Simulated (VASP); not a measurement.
Set up this calculation in VASP 6.6.1, as the native input.

```yaml
Task: single point
Functional: PBEsol
Potentials_or_basis: VASP PAW PBE potentials, release 64 (Hg)
Cutoff: 520 eV
k_mesh: 16 × 16 × 9
Occupations: fermi-dirac, width 0.08 eV
Spin: no spin polarisation
Dipole_correction: no
Further_INCAR_settings: ALGO = Normal; EDIFF = 1e-06; NBANDS = 19
```

The structure of Hg lies in POSCAR:

```
Hg
1.0
    2.7092794178      0.0000000000      0.0000000000
   -1.3546397089      2.3463048018      0.0000000000
    0.0000000000      0.0000000000      4.5458265319
Hg
2
Direct
    0.3333333333      0.6666666667      0.2500000000
    0.6666666667      0.3333333333      0.7500000000
```

One way to write it, as run:

INCAR

```
PREC = Accurate ; ENCUT = 520
EDIFF = 1E-6 ; ISMEAR = -1
SIGMA = 0.08 ; LREAL = False
LASPH = True ; NELM = 100
ALGO = Normal ; ISIF = 2
LWAVE = False ; LCHARG = False
GGA = PS ; NBANDS = 19
```

KPOINTS

```
Automatic mesh
0
Gamma
  16 16 9
```

Potentials or basis: VASP PAW PBE potentials, release 64 (Hg).

Command:

```console
$ cat potpaw_PBE.64/Hg/POTCAR > POTCAR
$ mpirun -np 1 vasp_std > vasp.out
```

Results of the run:

The pressure is 100.9 GPa and the band gap on the k mesh is zero (bands 12 and 13 overlap by 2.12 eV).

Caveat: the cell stands under pressure; the PAW data sets were made with another functional, which shifts forces and pressure a little; spin-orbit coupling is left out, which moves the levels of the heavy elements.

Wall time 23 s on 1 thread of Intel(R) Xeon(R) 6975P-C (Granite Rapids), on a shared host, peak memory 0.19 GiB.
